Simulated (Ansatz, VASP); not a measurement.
## One calculation of Cu3N, two programs

```
CELL_PARAMETERS angstrom
3.89028 0.00000 0.00000
0.00000 3.89028 0.00000
0.00000 0.00000 3.81400
ATOMIC_POSITIONS crystal
Cu 0.50000 0.00000 0.00000
Cu 0.00000 0.50000 0.00000
Cu 0.00000 0.00000 0.50000
N 0.00000 0.00000 0.00000
```

Change from the starting cell: equal xx and yy strain of +2 %.

Alike in both runs: task single point; functional PBEsol; k mesh 10 × 10 × 10; occupations fermi-dirac, width 0.08 eV; no spin polarisation.

```csv
,VASP,Ansatz
version,VASP 6.6.1,Ansatz 0.2.0
potentials or method,"VASP PAW PBE potentials, release 64 (Cu, N), cutoff 600 eV","all-electron LAPW, scalar-relativistic"
```

VASP gave:

```
pressure (GPa)                                                : -8.1
traceless stress, the component that is largest in VASP (GPa) : 2.10
```

Task: Estimate Ansatz's values.

Result: Pressure (GPa): -8.7; traceless stress, the component that is largest in VASP (GPa): 2.07.

VASP's potentials were made for PBE, not for PBEsol. Ansatz ran all-electron here, and VASP with PAW potentials.
